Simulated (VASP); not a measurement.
KMgF3, 5 atoms in the cell. It takes space group R-3m (No. 166, trigonal). Conventional cell: a = 4.474 Å, b = 4.474 Å, c = 10.959 Å, α = 90.00°, β = 90.00°, γ = 120.00°. Within 3.0 Å of K (site symmetry -3m) lie 6 F at 2.24 Å. Mg (site symmetry -3m) has 6 F at 2.24 Å within 3.0 Å. F (site symmetry 2/m) has 2 K at 2.24 Å and 2 Mg at 2.24 Å and 4 F at 2.24 Å within 3.0 Å.  This cell differs from its parent crystal: ratio of the length along [111] to the lengths across it x 2.0, volume and fractional coordinates fixed.

```yaml
Program: VASP 6.6.1
Task: single point
Functional: LDA
Potentials_or_basis: VASP PAW LDA potentials, release 64 (K_sv, Mg, F)
Cutoff: 520 eV
k_mesh: 6 × 6 × 6
Occupations: gaussian, width 0.05 eV
Spin: no spin polarisation
Dipole_correction: no
Further_INCAR_settings: ALGO = Normal; EDIFF = 1e-06; NBANDS = 24
```

Potentials or basis: VASP PAW LDA potentials, release 64 (K_sv, Mg, F).

The run is started by

```sh
$ cat potpaw_LDA.64/K_sv/POTCAR potpaw_LDA.64/Mg/POTCAR potpaw_LDA.64/F/POTCAR > POTCAR
$ mpirun -np 1 vasp_std > vasp.out
```

Hardware: 1 thread of Intel Xeon 8259CL (shared host).

Question: How long does it take, and how much memory?

Answer: Run time: 85 s on 1 thread of Intel Xeon 8259CL, with other jobs on the host, peak memory 0.2 GiB. Counts: scf iterations 14, k points 32.
